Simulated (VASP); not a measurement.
# TiC (I4/mmm) in VASP: notebook

The runs below take TiC through single point, with r2SCAN.

Program: VASP 6.6.1. These are calculated values, not measurements. Logs are shortened: lines on timing, memory, paths and dates and some standing lists are left out, and cuts for length are marked.

### Step 1. The cell of the first run

It takes space group I4/mmm (No. 139, tetragonal). Conventional cell: a = 3.060 Å, b = 3.060 Å, c = 4.544 Å, α = 90.00°, β = 90.00°, γ = 90.00°. Ti (site symmetry 4/mmm) has 6 C at 2.16 to 2.27 Å within 2.9 Å. Within 2.9 Å of C (site symmetry 4/mmm) lie 6 Ti at 2.16 to 2.27 Å.

### Step 2. Single point, r2SCAN (strain +0.0500 x Voigt [0, 0, 1, 0, 0, 0])

The input, POSCAR:

```
TiC
1.0
    0.0000000000      2.1640000000      2.2722000000
    2.1640000000      0.0000000000      2.2722000000
    2.1640000000      2.1640000000      0.0000000000
Ti C
1 1
Direct
    0.0000000000      0.0000000000      0.0000000000
    0.5000000000      0.5000000000      0.5000000000
```

The input, INCAR.step1:

```
  PREC = Accurate
  ENCUT = 520
  ISMEAR = 0
  SIGMA = 0.15
  LREAL = False
  LASPH = True
  NELM = 60
  NBANDS = 15
  GGA = PE
  ALGO = Normal
  EDIFF = 1E-4
  LWAVE = True
  LCHARG = False
```

The input, INCAR.step2:

```
  PREC = Accurate
  ENCUT = 520
  EDIFF = 1E-6
  ISMEAR = 0
  SIGMA = 0.15
  LREAL = False
  LASPH = True
  NELM = 60
  ALGO = Normal
  ISIF = 2
  LWAVE = False
  LCHARG = False
  METAGGA = R2SCAN
  LMIXTAU = True
  NBANDS = 15
  ISTART = 1
```

The input, KPOINTS:

```
Automatic mesh
0
Gamma
  18 18 18
```

Potentials or basis: VASP PAW PBE potentials, release 64 (Ti_sv, C).

The run is started by

```bash
cat potpaw_PBE.64/Ti_sv/POTCAR potpaw_PBE.64/C/POTCAR > POTCAR
cp INCAR.step1 INCAR
mpirun -np 1 vasp_std > vasp.out
cp INCAR.step2 INCAR
mpirun -np 1 vasp_std > vasp.out
```

OUTCAR:

```text
PREC = Accurate
   ENCUT = 520
   EDIFF = 1E-6
   ISMEAR = 0
   LREAL = False
   LASPH = True
   NELM = 60
   ISIF = 2
   METAGGA = R2SCAN
   ISTART = 1

 ion  position               nearest neighbor table
   1  0.000  0.000  0.000-   2 2.16   2 2.16   2 2.16   2 2.16   2 2.27   2 2.27
   2  0.500  0.500  0.500-   1 2.16   1 2.16   1 2.16   1 2.16   1 2.27   1 2.27

  LATTYP: Found a body centered tetragonal cell.
 ALAT       =     3.0603581490
 C/A-ratio  =     1.4849242405

  Lattice vectors:

 A1 = (  -2.1640000000,   0.0000000000,   2.2722000000)
 A2 = (   2.1640000000,   0.0000000000,   2.2722000000)
 A3 = (   0.0000000000,   2.1640000000,  -2.2722000000)

Analysis of symmetry for initial positions (statically):
=====================================================================
 Subroutine PRICEL returns:
 Original cell was already a primitive cell.

 Routine SETGRP: Setting up the symmetry group for a
 body centered tetragonal supercell.

 Subroutine GETGRP returns: Found 16 space group operations
 (whereof 16 operations were pure point group operations)
 out of a pool of 16 trial point group operations.

The static configuration has the point symmetry D_4h.

Analysis of symmetry for dynamics (positions and initial velocities):
=====================================================================
 Subroutine PRICEL returns:
 Original cell was already a primitive cell.

 Routine SETGRP: Setting up the symmetry group for a
 body centered tetragonal supercell.

 Subroutine GETGRP returns: Found 16 space group operations
 (whereof 16 operations were pure point group operations)
 out of a pool of 16 trial point group operations.

The dynamic configuration has the point symmetry D_4h.

 Subroutine INISYM returns: Found 16 space group operations
 (whereof 16 operations are pure point group operations),
 and found     1 'primitive' translations

----------------------------------------------------------------------------------------

                                     Primitive cell

  volume of cell :      21.2810

  direct lattice vectors                    reciprocal lattice vectors
     0.000000000  2.164000000  2.272200000    -0.231053604  0.231053604  0.220051052
     2.164000000  0.000000000  2.272200000     0.231053604 -0.231053604  0.220051052
     2.164000000  2.164000000  0.000000000     0.231053604  0.231053604 -0.220051052

  length of vectors
     3.137800000  3.137800000  3.060358149     0.393946699  0.393946699  0.393946699

  position of ions in fractional coordinates (direct lattice)
     0.000000000  0.000000000  0.000000000
     0.500000000  0.500000000  0.500000000

  ion indices of the primitive-cell ions
   primitive index   ion index
                 1           1
                 2           2

----------------------------------------------------------------------------------------

 KPOINTS: Automatic mesh

Automatic generation of k-mesh.
 Grid dimensions read from file:
 generate k-points for:   18   18   18

 Generating k-lattice:

  Cartesian coordinates                     Fractional coordinates (reciprocal lattice)
    -0.012836311  0.012836311  0.012225058     0.055555556  0.000000000  0.000000000
     0.012836311 -0.012836311  0.012225058     0.000000000  0.055555556  0.000000000
     0.012836311  0.012836311 -0.012225058     0.000000000  0.000000000  0.055555556

  Length of vectors
     0.021885928  0.021885928  0.021885928

  Shift w.r.t. Gamma in fractional coordinates (k-lattice)
     0.000000000  0.000000000  0.000000000

 Subroutine IBZKPT returns following result:
 ===========================================

 Found    480 irreducible k-points:

 Following reciprocal coordinates:
            Coordinates               Weight
  0.000000  0.000000  0.000000      1.000000
  0.055556  0.000000  0.000000      8.000000
  0.111111  0.000000  0.000000      8.000000
  0.166667  0.000000  0.000000      8.000000
  0.222222  0.000000  0.000000      8.000000
  0.277778  0.000000  0.000000      8.000000
[... 16 lines left out ...]
 -0.277778  0.055556  0.000000      8.000000
 -0.222222  0.055556  0.000000      8.000000
 [... further k-points ...]
   k-points           NKPTS =    480   k-points in BZ     NKDIM =    480   number of bands    NBANDS=     15
   number of dos      NEDOS =    301   number of ions     NIONS =      2
   total plane-waves  NPLWV =  13824
   dimension x,y,z NGX =    24 NGY =   24 NGZ =   24
   dimension x,y,z NGXF=    48 NGYF=   48 NGZF=   48
   ions per type =               1   1
   NGX,Y,Z   is equivalent  to a cutoff of  12.72, 12.72, 13.04 a.u.
   NGXF,Y,Z  is equivalent  to a cutoff of  25.43, 25.43, 26.07 a.u.
 SYSTEM =  unknown system
   PREC   = accura    normal or accurate (medium, high low for compatibility)
   ISTART =      1    job   : 0-new  1-cont  2-samecut
   ICHARG =      0    charge: 1-file 2-atom 10-const
   ISPIN  =      1    spin polarized calculation?
   LNONCOLLINEAR =      F non collinear calculations
   LSORBIT =      F    spin-orbit coupling
   LASPH  =      T    aspherical Exc in radial PAW
   ENCUT  =  520.0 eV  38.22 Ry    6.18 a.u.   5.83  5.83  5.69*2*pi/ulx,y,z
   NELM   =     60;   NELMIN=  2; NELMDL=  0     # of ELM steps
   EDIFF  = 0.1E-05   stopping-criterion for ELM
   LREAL  =      F    real-space projection
   EDIFFG = 0.1E-04   stopping-criterion for IOM
   NSW    =      0    number of steps for IOM
   IBRION =     -1    ionic relax: 0-MD 1-quasi-New 2-CG
   NFREE  =      0    steps in history (QN), initial steepest desc. (CG)
   ISIF   =      2    stress and relaxation
   ISYM   =      2    0-nonsym 1-usesym 2-fastsym
   POTIM  = 0.5000    time-step for ionic-motion
   TEBEG  =    0.0;   TEEND  =   0.0 temperature during run
   PSTRESS=    0.0 pullay stress
   NELECT =      16.0000    total number of electrons
   NUPDOWN=      -1.0000    fix difference up-down
   EMIN   =  10.00;   EMAX   =-10.00  energy-range for DOS
   EFERMI =   0.00;   METHOD = LEGACY
   ISMEAR =     0;   SIGMA  =   0.15  broadening in eV -4-tet -1-fermi 0-gaus
   EFERMI_NEDOS =   21; number of points for ismear=-14 and -15
   IALGO  =     38    algorithm
   IMIX   =      4    mixing-type and parameters
     AMIX     =   0.40;   BMIX     =  1.00
     AMIX_MAG =   1.60;   BMIX_MAG =  1.00
  volume/ion in A,a.u.               =      10.64        71.81
  Fermi-wavevector in a.u.,A,eV,Ry     =   1.488622  2.813088 30.150454  2.215996
  Thomas-Fermi vector in A             =   2.601634
   LORBIT       =      0    0 simple, 1 ext, 2 COOP (PROOUT), +10 PAW based schemes
   METAGGA = R2SCAN    functional components
   LHFCALC =     F    Hartree Fock is set to
   AEXX    =    0.0000 exact exchange contribution
   IVDW    =     0    specifies the selected vdW correction
   LEPSILON=     F    determine dielectric tensor
   LRPA    =     F    only Hartree local field effects (RPA)
 non-spin polarized calculation
 Gauss-broadening in eV      SIGMA  =   0.15
  energy-cutoff  :      520.00
  volume of cell :       21.28
 maximum number of plane-waves:       596
   NGX = 11   NGY = 11   NGZ = 11

 number of electron      15.9999998 magnetization

 Free energy of the ion-electron system (eV)
  ---------------------------------------------------
  ext. energy  EPLUGINS =         0.00000000
  ---------------------------------------------------
  free energy    TOTEN  =       -24.80654330 eV

  energy without entropy =      -24.80358974  energy(sigma->0) =      -24.80506652

 E-fermi :   8.9650     XC(G=0): -13.3170

 val. band max:        8.9645620470   @ k =   0.1667   0.1111   0.0000
 cond. band min:       8.9832255345   @ k =   0.4444   0.4444   0.0000
 fundamental gap:      0.0186634876
 Fermi energy:         8.9649934344

 k-point     1 :       0.0000    0.0000    0.0000
  band No.  band energies     occupation
      1     -50.1618      2.00000
      2     -25.2113      2.00000
      3     -25.1368      2.00000
      4     -25.1368      2.00000
      5      -4.0344      2.00000
      6       9.5554      0.00000
      7       9.9229      0.00000
      8       9.9229      0.00000
      9      10.3518      0.00000
     10      10.4604      0.00000
     11      10.6098      0.00000
     12      10.6098      0.00000
     13      10.7372      0.00000
     14      19.5069      0.00000
     15      23.6228      0.00000

 k-point     2 :       0.0556    0.0000    0.0000
  band No.  band energies     occupation
      1     -50.1600      2.00000
      2     -25.2165      2.00000
      3     -25.1467      2.00000
      4     -25.1375      2.00000
      5      -3.9664      2.00000
      6       9.3014      0.00151
      7       9.4435      0.00001
      8       9.6625      0.00000
      9       9.9623      0.00000
     10      10.1025      0.00000
     11      10.8202      0.00000
     12      11.3044      0.00000
     13      11.6032      0.00000
     14      19.6463      0.00000
     15      23.6140      0.00000

 k-point     3 :       0.1111    0.0000    0.0000
  band No.  band energies     occupation
      1     -50.1547      2.00000
      2     -25.2370      2.00000
      3     -25.1702      2.00000
      4     -25.1396      2.00000
      5      -3.7661      2.00000
      6       8.5572      1.99988
      7       8.6933      1.98957
      8       8.8885      1.52921
      9      10.0437      0.00000
     10      10.1922      0.00000
     11      11.1470      0.00000
     12      12.2225      0.00000
     13      12.5753      0.00000
     14      20.0026      0.00000
     15      23.5359      0.00000

 k-point     4 :       0.1667    0.0000    0.0000
  band No.  band energies     occupation
      1     -50.1466      2.00000
      2     -25.2824      2.00000
      3     -25.1914      2.00000
      4     -25.1428      2.00000
      5      -3.4429      2.00000
      6       7.6329      2.00000
      7       8.0004      2.00000
      8       8.1547      2.00000
      9      10.2795      0.00000
     10      10.4013      0.00000
     11      11.4233      0.00000
     12      13.1455      0.00000
     13      13.5556      0.00000
     14      20.3759      0.00000
     15      23.3764      0.00000
[... 307 lines left out ...]
 k-point    22 :      -0.3333    0.0556    0.0000
  band No.  band energies     occupation
      1     -50.1115      2.00000
      2     -25.5098      2.00000
      3     -25.2488      2.00000
      4     -25.1515      2.00000
      5      -1.6788      2.00000
      6       4.4155      2.00000
      7       6.3201      2.00000
      8       6.3791      2.00000
      9      11.2901      0.00000
     10      11.5578      0.00000
     11      12.5611      0.00000
     12      15.2623      0.00000
     13      16.8237      0.00000
     14      18.9523      0.00000
     15      24.2433      0.00000

 k-point    23 :      -0.2778    0.0556    0.0000
  band No.  band energies     occupation
      1     -50.1208      2.00000
      2     -25.4454      2.00000
      3     -25.2416      2.00000
      4     -25.1465      2.00000
      5      -2.2378      2.00000
      6       5.2830      2.00000
      7       6.6556      2.00000
      8       6.7689      2.00000
      9      10.9720      0.00000
     10      11.2271      0.00000
     11      12.2449      0.00000
     12      14.5785      0.00000
     13      16.1805      0.00000
     14      19.7740      0.00000
     15      23.8641      0.00000

 k-point    24 :      -0.2222    0.0556    0.0000
  band No.  band energies     occupation
      1     -50.1311      2.00000
      2     -25.3723      2.00000
      3     -25.2324      2.00000
      4     -25.1419      2.00000
      5      -2.7684      2.00000
      6       6.2144      2.00000
      7       7.1055      2.00000
      8       7.2657      2.00000
      9      10.6546      0.00000
     10      10.8857      0.00000
     11      11.9508      0.00000
     12      13.7966      0.00000
     13      15.3737      0.00000
     14      20.4448      0.00000
     15      23.3373      0.00000

 [... further k-points ...]
[... 5 lines left out ...]
  --------------------------------------------------------------------------------------
  -------------------------------------------------------------------------------------
  Total       -0.6613895     -0.6613895     -2.5694930      0.0000000      0.0000000      0.0000000
  in kB      -49.7939746    -49.7939746   -193.4492071      0.0000000      0.0000000      0.0000000
  external PRESSURE =     -97.6790521 kB  Pullay stress =       0.0000000 kB

 VOLUME and BASIS-vectors are now :
 -----------------------------------------------------------------------------
  energy-cutoff  :      520.00
  volume of cell :       21.28
      direct lattice vectors                 reciprocal lattice vectors
     0.000000000  2.164000000  2.272200000    -0.231053604  0.231053604  0.220051052
     2.164000000  0.000000000  2.272200000     0.231053604 -0.231053604  0.220051052
     2.164000000  2.164000000  0.000000000     0.231053604  0.231053604 -0.220051052

 POSITION                                       TOTAL-FORCE (eV/Angst)
 -----------------------------------------------------------------------------------
      0.00000      0.00000      0.00000         0.000000     -0.000000     -0.000000
      2.16400      2.16400      2.27220        -0.000000      0.000000      0.000000
 -----------------------------------------------------------------------------------
    total drift:                                0.000000     -0.000000     -0.000000

  FREE ENERGIE OF THE ION-ELECTRON SYSTEM (eV)
  ---------------------------------------------------
  free  energy   TOTEN  =       -24.8065432964 eV

  energy  without entropy=      -24.8035897353  energy(sigma->0) =      -24.80506652
```

Run time: 6.1 min. Hardware: 1 thread of Intel Xeon Platinum 8259CL at 2.50GHz (Skylake/Cascade Lake), shared host; peak memory 0.27 GiB.

Results:

```yaml
Free_energy: -24.8065 eV
Pressure: -9.8 GPa
Band_gap_on_the_k_mesh: zero (bands 8 and 9 overlap by 1.54 eV)
```

Stress tensor (GPa, compression positive):
```
 -4.98   0.00   0.00
  0.00  -4.98   0.00
  0.00   0.00 -19.34
```

Caveat: the cell differs from its parent crystal (strain +0.0500 x Voigt [0, 0, 1, 0, 0, 0]); the stress differs along the axes, from -19 to -5 GPa; the PAW data sets were made with another functional, which shifts forces and pressure a little.

### Step 3. Single point, r2SCAN (strain +0.0750 x Voigt [0, 0, 1, 0, 0, 0])

The input, POSCAR:

```
TiC
1.0
    0.0000000000      2.1640000000      2.3263000000
    2.1640000000      0.0000000000      2.3263000000
    2.1640000000      2.1640000000      0.0000000000
Ti C
1 1
Direct
    0.0000000000      0.0000000000      0.0000000000
    0.5000000000      0.5000000000      0.5000000000
```

The input, INCAR.step1:

```
PREC     = Accurate       # precision mode
ENCUT    = 520            # plane-wave cutoff, eV
ISMEAR   = 0              # smearing method
SIGMA    = 0.15           # smearing width, eV
LREAL    = False          # projectors in reciprocal space
LASPH    = True           # aspherical terms in the spheres
NELM     = 80             # most SCF steps
NBANDS   = 15             # bands
GGA      = PE             # functional
ALGO     = Normal         # electronic algorithm
EDIFF    = 1E-4           # SCF threshold, eV
LWAVE    = True           # write WAVECAR
LCHARG   = False          # write CHGCAR
```

The input, INCAR.step2:

```
PREC     = Accurate       # precision mode
ENCUT    = 520            # plane-wave cutoff, eV
EDIFF    = 1E-7           # SCF threshold, eV
ISMEAR   = 0              # smearing method
SIGMA    = 0.15           # smearing width, eV
LREAL    = False          # projectors in reciprocal space
LASPH    = True           # aspherical terms in the spheres
NELM     = 80             # most SCF steps
ALGO     = Normal         # electronic algorithm
ISIF     = 2              # what is computed and relaxed
LWAVE    = False          # write WAVECAR
LCHARG   = True           # write CHGCAR
METAGGA  = R2SCAN         # meta-GGA
LMIXTAU  = True         
LELF     = True           # ELF
LVHAR    = True         
NBANDS   = 15             # bands
ISTART   = 1
```

The input, KPOINTS:

```
regular mesh
0
Gamma
  18 18 18
```

Potentials or basis: VASP PAW PBE potentials, release 64 (Ti_sv, C).

The run is started by

```bash
cat potpaw_PBE.64/Ti_sv/POTCAR potpaw_PBE.64/C/POTCAR > POTCAR
cp INCAR.step1 INCAR
mpirun -np 1 vasp_std > vasp.out
cp INCAR.step2 INCAR
mpirun -np 1 vasp_std > vasp.out
```

Wall time 6.7 min (1 thread of Intel Xeon Platinum 8259CL at 2.50GHz (Skylake/Cascade Lake), shared host); peak memory 0.28 GiB.

The run converged. Its results:

- Free energy: -24.7353 eV
- Pressure: -13.5 GPa
- Band gap on the k mesh: zero (bands 8 and 9 overlap by 1.64 eV)

Stress tensor (GPa, compression positive):
```
 -7.50   0.00   0.00
  0.00  -7.50   0.00
  0.00   0.00 -25.60
```

Levels at points of the mesh, in eV from the Fermi level:
| k point | band 4 | band 5 | band 6 | band 7 | band 8 | band 9 | band 10 | band 11 | band 12 | band 13 |
| --- | --- | --- | --- | --- | --- | --- | --- | --- | --- | --- |
| (0.00, 0.00, 0.00) | -34.16 | -12.90 | 0.47 | 1.00 | 1.00 | 1.21 | 1.43 | 1.63 | 1.63 | 1.79 |
| (0.50, 0.00, 0.00) | -34.18 | -9.68 | -5.79 | -3.01 | -2.92 | 2.74 | 2.98 | 4.03 | 7.31 | 8.17 |
| (0.50, 0.50, 0.00) | -34.27 | -10.82 | -4.06 | -1.28 | 0.14 | 0.14 | 2.46 | 3.36 | 3.36 | 4.91 |
| (0.50, 0.00, 0.50) | -34.35 | -10.65 | -3.39 | -1.34 | -0.41 | -0.32 | 2.43 | 3.18 | 3.66 | 5.56 |

Caveat: the cell differs from its parent crystal (strain +0.0750 x Voigt [0, 0, 1, 0, 0, 0]); the stress differs along the axes, from -26 to -8 GPa; the PAW data sets were made with another functional, which shifts forces and pressure a little.

The gap in the log of VASP goes by the Fermi energy; the results here count the filled bands.